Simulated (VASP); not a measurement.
Input of a VASP 6.6.1 run:

Contents of INCAR:

```
  PREC = Accurate
  ENCUT = 520
  EDIFF = 1E-6
  ISMEAR = 0
  SIGMA = 0.1
  LREAL = False
  LASPH = True
  NELM = 80
  ALGO = Normal
  ISIF = 2
  LWAVE = False
  LCHARG = False
  GGA = PE
  NBANDS = 26
```

KPOINTS

```
Automatic mesh
0
Gamma
  6 6 2
```

Contents of POSCAR:

```
Al2Cu
1.0
    2.7703610200      0.0000000000      0.0000000000
   -1.3851805100      2.3992030200      0.0000000000
    0.0000000000      0.0000000000     13.2447372500
Al Cu
4 2
Direct
    0.3333333300      0.6666666700      0.2500000000
    0.3333333300      0.6666666700      0.5833333300
    0.6666666700      0.3333333300      0.4166666700
    0.6666666700      0.3333333300      0.7500000000
    0.3333333300      0.6666666700      0.9166666700
    0.6666666700      0.3333333300      0.0833333300
```

Potentials or basis: VASP PAW PBE potentials, release 64 (Al, Cu).

Run with:

```bash
$ cat potpaw_PBE.64/Al/POTCAR potpaw_PBE.64/Cu/POTCAR > POTCAR
$ mpirun -np 1 vasp_std > vasp.out
```

(1) What does it give for the largest force?

(2) Predict the band gap on the k mesh.

(3) What does it give for the pressure?

Results:

(1) 1.199 eV/Å.

(2) zero (band 17 reaches 9.74 eV, above the bottom of band 18 at 7.40 eV).

(3) 1.3 GPa.

Caveat: the k points lie up to 0.44 Å⁻¹ apart; forces of over 1 eV/Å act on the atoms, so gaps and moduli don't describe the material at rest.
